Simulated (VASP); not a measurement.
A run of VASP 6.6.1:

Contents of INCAR:

```
PREC = Accurate ; ENCUT = 520
EDIFF = 1E-6 ; ISMEAR = -1
SIGMA = 0.05 ; LREAL = F
LASPH = T ; NELM = 60
ALGO = Normal ; ISIF = 2
LWAVE = F ; LCHARG = F
GGA = B5 ; ALDAX = 1.0
AGGAX = 1.0 ; AGGAC = 1.0
ALDAC = 0.0 ; IVDW = 12
VDW_S6 = 1.0 ; VDW_S8 = 2.6996
VDW_A1 = 0.4298 ; VDW_A2 = 4.2359
NBANDS = 26
```

The input KPOINTS:

```
regular mesh
0
Gamma
  9 9 5
```

POSCAR

```
ZnO
1.0
    3.2053930491      0.0000000000      0.0000000000
   -1.6026965246      2.7759518096      0.0000000000
    0.0000000000      0.0000000000      5.1353529565
Zn O
2 2
Direct
    0.6666666667      0.3333333333      0.0000000000
    0.3333333333      0.6666666667      0.5000000000
    0.3333333333      0.6666666667      0.8790100000
    0.6666666667      0.3333333333      0.3790100000
```

Potentials or basis: VASP PAW PBE potentials, release 64 (Zn, O).

Run with:

```sh
$ cat potpaw_PBE.64/Zn/POTCAR potpaw_PBE.64/O/POTCAR > POTCAR
$ mpirun -np 1 vasp_std > vasp.out
```

Hardware: 1 thread of Intel(R) Xeon(R) 6975P-C (Granite Rapids) (shared host).

Question: How long does it take, and how much memory?

Answer: Run time: 22 s on 1 thread of Intel(R) Xeon(R) 6975P-C (Granite Rapids), on a shared host, peak memory 0.19 GiB. Counts: scf iterations 15, k points 36.
